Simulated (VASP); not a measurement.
# BP3 (Pm-3m) in VASP: further runs, part 2 of 2

VASP 6.6.1.

## (3) Single point, PBE

This run uses another cell than the first one, of 12.59 Å³/atom.

INCAR reads:

```
SYSTEM = BP3
PREC     = Accurate       ! precision mode
ENCUT    = 520            ! plane-wave cutoff, eV
EDIFF    = 1E-6           ! SCF threshold, eV
ISMEAR   = 0              ! smearing method
SIGMA    = 0.1            ! smearing width, eV
LREAL    = .FALSE.        ! projectors in reciprocal space
LASPH    = .TRUE.         ! aspherical terms in the spheres
NELM     = 100            ! most SCF steps
ALGO     = Normal         ! electronic algorithm
ISIF     = 2              ! what is computed and relaxed
LWAVE    = .FALSE.        ! write WAVECAR
LCHARG   = .FALSE.        ! write CHGCAR
GGA      = PE             ! functional
NBANDS   = 17             ! bands
```

KPOINTS reads:

```
regular mesh
0
G
  6 6 6
  0 0 0
```

POSCAR reads:

```
BP3
1.0
    3.6931620857      0.0000000000      0.0000000000
    0.0000000000      3.6931620857      0.0000000000
    0.0000000000      0.0000000000      3.6931620857
B P
1 3
Direct
    0.0000000000      0.0000000000      0.0000000000
    0.0000000000      0.5000000000      0.5000000000
    0.5000000000      0.0000000000      0.5000000000
    0.5000000000      0.5000000000      0.0000000000
```

Potentials or basis: VASP PAW PBE potentials, release 64 (B, P).

Launch:

```console
$ cat potpaw_PBE.64/B/POTCAR potpaw_PBE.64/P/POTCAR > POTCAR
$ mpirun -np 1 vasp_std > vasp.out
```

It took 17 s on 1 thread of Intel Xeon 8259CL, shared host; peak memory 0.15 GiB.

The run converged. Its results:

```yaml
Free_energy: -17.7470 eV
Pressure: -0.5 GPa
Band_gap_on_the_k_mesh: zero (bands 9 and 10 overlap by 8.01 eV)
```

Levels at points of the mesh, in eV from the Fermi level:
```csv
k point,band 5,band 6,band 7,band 8,band 9,band 10,band 11,band 12,band 13,band 14
"(0.00, 0.00, 0.00)",-6.66,-6.66,-4.56,1.40,1.40,1.40,1.87,1.87,1.87,5.38
"(0.50, 0.00, 0.00)",-4.63,-3.91,-3.72,-3.72,-2.20,-2.03,3.56,3.70,3.70,3.90
"(0.50, 0.50, 0.00)",-2.52,-2.32,-1.84,-1.84,-1.54,-1.54,-0.64,-0.28,5.23,5.44
"(0.50, 0.50, 0.50)",-7.83,-7.83,-7.83,-6.54,5.98,5.98,6.00,6.00,6.00,6.32
```

## (4) Single point, PBE

This run uses another cell than the first one, of 14.21 Å³/atom.

INCAR reads:

```
  PREC = Accurate
  ENCUT = 520
  EDIFF = 1E-7
  ISMEAR = 0
  SIGMA = 0.1
  LREAL = False
  LASPH = True
  NELM = 80
  ALGO = Normal
  ISIF = 2
  LWAVE = False
  LCHARG = True
  GGA = PE
  LELF = True
  LVHAR = True
  NBANDS = 17
```

KPOINTS reads:

```
regular mesh
0
Gamma
  6 6 6
```

POSCAR reads:

```
BP3
1.0
    3.8451568069      0.0000000000      0.0000000000
    0.0000000000      3.8451568069      0.0000000000
    0.0000000000      0.0000000000      3.8451568069
B P
1 3
Direct
    0.0000000000      0.0000000000      0.0000000000
    0.0000000000      0.5000000000      0.5000000000
    0.5000000000      0.0000000000      0.5000000000
    0.5000000000      0.5000000000      0.0000000000
```

Potentials or basis: VASP PAW PBE potentials, release 64 (B, P).

Launch:

```console
$ cat potpaw_PBE.64/B/POTCAR potpaw_PBE.64/P/POTCAR > POTCAR
$ mpirun -np 1 vasp_std > vasp.out
```

OUTCAR:

```text
PREC = Accurate
   ENCUT = 520
   EDIFF = 1E-7
   ISMEAR = 0
   LREAL = False
   LASPH = True
   NELM = 80
   ISIF = 2
   GGA = PE

 ion  position               nearest neighbor table
   1  0.000  0.000  0.000-
   2  0.000  0.500  0.500-   3 2.72   4 2.72   4 2.72   3 2.72   3 2.72   4 2.72   4 2.72   3 2.72

   3  0.500  0.000  0.500-   2 2.72   4 2.72   4 2.72   2 2.72   4 2.72   4 2.72   2 2.72   2 2.72

   4  0.500  0.500  0.000-   2 2.72   3 2.72   2 2.72   3 2.72   3 2.72   3 2.72   2 2.72   2 2.72
[... 594 lines left out ...]
  Direction    XX          YY          ZZ          XY          YZ          ZX
  --------------------------------------------------------------------------------------
  -------------------------------------------------------------------------------------
  Total       -3.1035428     -3.1035428     -3.1035428      0.0000000      0.0000000      0.0000000
  in kB      -87.4633593    -87.4633593    -87.4633593      0.0000000      0.0000000      0.0000000
  external PRESSURE =     -87.4633593 kB  Pullay stress =       0.0000000 kB

 VOLUME and BASIS-vectors are now :
 -----------------------------------------------------------------------------
  energy-cutoff  :      520.00
  volume of cell :       56.85
      direct lattice vectors                 reciprocal lattice vectors
     3.845156807  0.000000000  0.000000000     0.260067417  0.000000000  0.000000000
     0.000000000  3.845156807  0.000000000     0.000000000  0.260067417  0.000000000
     0.000000000  0.000000000  3.845156807     0.000000000  0.000000000  0.260067417

 POSITION                                       TOTAL-FORCE (eV/Angst)
 -----------------------------------------------------------------------------------
      0.00000      0.00000      0.00000         0.000000      0.000000      0.000000
      0.00000      1.92258      1.92258         0.000000      0.000000      0.000000
      1.92258      0.00000      1.92258         0.000000      0.000000      0.000000
      1.92258      1.92258      0.00000         0.000000      0.000000      0.000000
 -----------------------------------------------------------------------------------
    total drift:                                0.000000      0.000000     -0.000000

  FREE ENERGIE OF THE ION-ELECTRON SYSTEM (eV)
  ---------------------------------------------------
  free  energy   TOTEN  =       -17.5392901721 eV

  energy  without entropy=      -17.5301377164  energy(sigma->0) =      -17.53471394
```

stdout:

```text
POSCAR found type information on POSCAR B P
 POSCAR found :  2 types and       4 ions
 scaLAPACK will be used
 LDA part: xc-table for (Slater+PW92), standard interpolation
 POSCAR, INCAR and KPOINTS ok, starting setup
 FFT: planning ... GRIDC
 FFT: planning ... GRID_SOFT
 FFT: planning ... GRID
 WAVECAR not read
 entering main loop
```

Wall time 24 s (1 thread of Intel Xeon 8259CL, shared host); peak memory 0.16 GiB.

What came out:

```yaml
Free_energy: -17.5393 eV
Pressure: -8.7 GPa
Band_gap_on_the_k_mesh: zero (bands 9 and 10 overlap by 6.74 eV)
```

Caveat: the cell stands under tension.

## (5) Relaxation of cell and atoms, PBE

This run uses another cell than the first one, of 14.21 Å³/atom.

INCAR reads:

```
PREC = Accurate ; ENCUT = 600
EDIFF = 1E-6 ; ISMEAR = 0
SIGMA = 0.1 ; LREAL = F
LASPH = T ; NELM = 80
ALGO = Normal ; ISIF = 3
LWAVE = F ; LCHARG = F
GGA = PE ; IBRION = 2
NSW = 90 ; EDIFFG = -0.04
```

KPOINTS reads:

```
Automatic mesh
0
Gamma
  4 4 4
```

POSCAR is that of step 4.

Launch:

```console
$ cat potpaw_PBE.64/B/POTCAR potpaw_PBE.64/P/POTCAR > POTCAR
$ mpirun -np 1 vasp_std > vasp.out
```

It took 31 s on 1 thread of Intel Xeon 8259CL, shared host; peak memory 0.17 GiB.

It converged, with:

```yaml
Free_energy: -17.5521 eV
Relaxed_volume: 12.68 Å³/atom
Relaxed_cell: a = 3.702 Å, b = 3.702 Å, c = 3.702 Å, α = 90.00°, β = 90.00°, γ = 90.00°
Space_group_after_relaxing_to_0.1_Å: Pm-3m (No. 221)
Energy_gained_by_relaxing: 51.1 meV/atom
Ionic_steps: 3
Pressure_after_relaxing: 0.0 GPa
Band_gap_on_the_k_mesh: zero (bands 9 and 10 overlap by 7.83 eV)
```

Step by step:
| step | energy change (eV) | largest force (eV/Å) | pressure (GPa) | volume (Å³) |
| --- | --- | --- | --- | --- |
| 1 | 0.0000 | 0.0000 | -9.89 | 56.85 |
| 2 | -0.2002 | 0.0000 | 1.72 | 49.93 |
| 3 | -0.2045 | 0.0000 | 0.05 | 50.72 |

Final structure:
```
CELL_PARAMETERS angstrom
3.70166 0.00000 0.00000
0.00000 3.70166 0.00000
0.00000 0.00000 3.70166
ATOMIC_POSITIONS crystal
B 0.00000 0.00000 0.00000
P 0.00000 0.50000 0.50000
P 0.50000 0.00000 0.50000
P 0.50000 0.50000 0.00000
```

Levels at points of the mesh, in eV from the Fermi level:
```csv
k point,band 6,band 7,band 8,band 9,band 10,band 11
"(0.00, 0.00, 0.00)",-6.45,-4.33,1.57,1.57,1.57,2.07
"(0.50, 0.00, 0.00)",-3.69,-3.47,-3.47,-2.02,-1.80,3.73
"(0.50, 0.50, 0.00)",-2.22,-1.65,-1.65,-1.34,-1.34,-0.34
"(0.50, 0.50, 0.50)",-7.57,-7.57,-6.23,6.03,6.03,6.24
```

Caveat: the k points lie up to 0.42 Å⁻¹ apart in the final cell, too coarse for converged energies and pressures of a metal.

## (6) The runs side by side

| task | cell | k mesh | cutoff (eV) | gap on the mesh (eV) | pressure (GPa) |
| --- | --- | --- | --- | --- | --- |
| single point | a = 3.702 Å, 4 atoms | 4 × 4 × 4 | 520 | none | 0.0 |
| single point | a = 3.693 Å, 4 atoms | 6 × 6 × 6 | 520 | none | -0.5 |
| single point | a = 3.845 Å, 4 atoms | 6 × 6 × 6 | 520 | none | -8.7 |
| relaxation of cell and atoms | relaxed from a = 3.845 Å, 4 atoms | 4 × 4 × 4 | 600 | none | 0.0 |

Alike in all rows: level PBE; potentials or basis VASP PAW PBE potentials, release 64 (B, P); no spin polarisation; smearing gaussian 0.1 eV.

Caveats: some runs use coarse meshes; the cell stands under tension (at least some runs).

Total energies depend on the potentials used, so only differences within one code and one set of settings carry meaning.
